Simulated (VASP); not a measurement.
Be, 1 atom in the cell. Symmetry: Fm-3m, No. 225, cubic system. The conventional cell has a = 2.327 Å, b = 2.327 Å, c = 2.327 Å, α = 90.00°, β = 90.00°, γ = 90.00°. Be (site symmetry m-3m) has 12 Be at 1.65 Å within 2.2 Å.  This cell differs from its parent crystal: volume scaled by 0.4.

* Program: VASP 6.6.1
* Task: density of states
* Functional: PBE
* Potentials or basis: VASP PAW PBE potentials, release 64 (Be)
* Cutoff: 520 eV
* k mesh: 20 × 20 × 20
* Occupations: fermi-dirac, width 0.08 eV
* Spin: no spin polarisation
* Dipole correction: no
* k mesh for the DOS: 30 × 30 × 30
* Occupations for the DOS: tetrahedron
* Further INCAR settings: ALGO = Normal; EDIFF = 1e-06; NBANDS = 7

Potentials or basis: VASP PAW PBE potentials, release 64 (Be).

Launch:

```bash
$ cat potpaw_PBE.64/Be/POTCAR > POTCAR
$ cp INCAR.step1 INCAR
$ cp KPOINTS.step1 KPOINTS
$ mpirun -np 1 vasp_std > vasp.out
$ cp INCAR.step2 INCAR
$ cp KPOINTS.step2 KPOINTS
$ mpirun -np 1 vasp_std > vasp.out
```

Hardware: 1 thread of Intel Xeon 6975P-C, with other jobs on the host.

**Question.** Estimate the wall time of this run.

**Answer.** It took 8.6 s on 1 thread of Intel Xeon 6975P-C, with other jobs on the host, peak memory 0.12 GiB. Counts: k points 752.
